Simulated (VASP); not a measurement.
## Si: single point with PBE

The system is Si, a slab with vacuum.

```xyz
6
Lattice="3.8685 0.0000 0.0000 -1.9343 3.3503 0.0000 0.0000 0.0000 23.1070" Properties=species:S:1:pos:R:3 pbc="T T T"
Si    0.0000    0.0000    8.0545
Si    0.0000    2.2335    8.7369
Si    0.0000    2.2335   11.1713
Si    1.9343    1.1168   11.9357
Si    1.9343    1.1168   14.3701
Si    0.0000    0.0000   15.0525
```

```yaml
Program: VASP 6.6.1
Task: single point
Functional: PBE
Potentials_or_basis: VASP PAW PBE potentials, release 64 (Si)
Cutoff: 520 eV
k_mesh: 9 × 9 × 1
Occupations: fermi-dirac, width 0.02 eV
Spin: no spin polarisation
```

```json
{"Largest force": "0.007 eV/Å", "Band gap on the k mesh": "zero (band 12 reaches -0.50 eV, above the bottom of band 13 at -0.52 eV)"}
```

Forces in eV/Å, atoms in the order of the input:
```
Si   0.000  0.000  0.007
Si   0.000  0.000 -0.002
Si   0.000  0.000  0.000
Si   0.000  0.000  0.000
Si   0.000  0.000  0.002
Si   0.000  0.000 -0.007
```

Levels at points of the mesh, in eV from the Fermi level:
```tsv
k point	band 10	band 11	band 12	band 13	band 14	band 15
(0.00, 0.00, 0.00)	-0.63	-0.36	-0.36	0.99	1.55	2.32
```

Wall time 100 s on 1 thread of Intel(R) Xeon(R) 6975P-C (Granite Rapids), on a shared host, peak memory 0.4 GiB.
